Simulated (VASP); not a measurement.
Here is a VASP 6.6.1 calculation.

File POSCAR:

```
Ge
1.0
    3.0076727338      3.0076727338      0.0000000000
   -3.0076727338      3.0076727338      0.0000000000
    0.0000000000      0.0000000000      5.4295960725
Ge
4
Direct
    0.5000000000      0.5000000000      0.5000000000
    0.5000000000      0.0000000000      0.2500000000
    0.0000000000      0.0000000000      0.0000000000
    0.0000000000      0.5000000000      0.7500000000
```

Contents of INCAR.step1:

```
PREC     = Accurate       # precision mode
ENCUT    = 520            # plane-wave cutoff, eV
ISMEAR   = 0              # smearing method
SIGMA    = 0.02           # smearing width, eV
LREAL    = False          # projectors in reciprocal space
LASPH    = True           # aspherical terms in the spheres
NELM     = 100            # most SCF steps
NBANDS   = 36             # bands
GGA      = PE             # functional
ALGO     = Normal         # electronic algorithm
EDIFF    = 1E-4           # SCF threshold, eV
LWAVE    = True           # write WAVECAR
LCHARG   = False          # write CHGCAR
```

File INCAR.step2:

```
PREC     = Accurate       # precision mode
ENCUT    = 520            # plane-wave cutoff, eV
EDIFF    = 1E-6           # SCF threshold, eV
ISMEAR   = 0              # smearing method
SIGMA    = 0.02           # smearing width, eV
LREAL    = False          # projectors in reciprocal space
LASPH    = True           # aspherical terms in the spheres
NELM     = 100            # most SCF steps
ALGO     = Normal         # electronic algorithm
ISIF     = 2              # what is computed and relaxed
LWAVE    = False          # write WAVECAR
LCHARG   = False          # write CHGCAR
METAGGA  = R2SCAN         # meta-GGA
LMIXTAU  = True         
NBANDS   = 36             # bands
ISTART   = 1
```

KPOINTS

```
Automatic mesh
0
Gamma
  10 10 6
```

Potentials or basis: VASP PAW PBE potentials, release 64 (Ge_d).

The run is started by

```bash
$ cat potpaw_PBE.64/Ge_d/POTCAR > POTCAR
$ cp INCAR.step1 INCAR
$ mpirun -np 1 vasp_std > vasp.out
$ cp INCAR.step2 INCAR
$ mpirun -np 1 vasp_std > vasp.out
```

Question: What does it give for the band gap on the k mesh?

Answer: Zero (bands 28 and 29 overlap by 0.05 eV).

Question: Estimate the pressure.

Answer: -4.2 GPa.

Stress tensor (GPa, compression positive):
```
-6.31  0.00  0.00
 0.00 -6.31  0.00
 0.00  0.00 -0.03
```

Caveat: the cell differs from its parent crystal (biaxial strain in the a-b plane: +6.0 %, then relaxed in part); the cell stands under tension; semilocal functionals underestimate gaps, so a narrow gap can read as zero; the PAW data sets were made with another functional, which shifts forces and pressure a little.
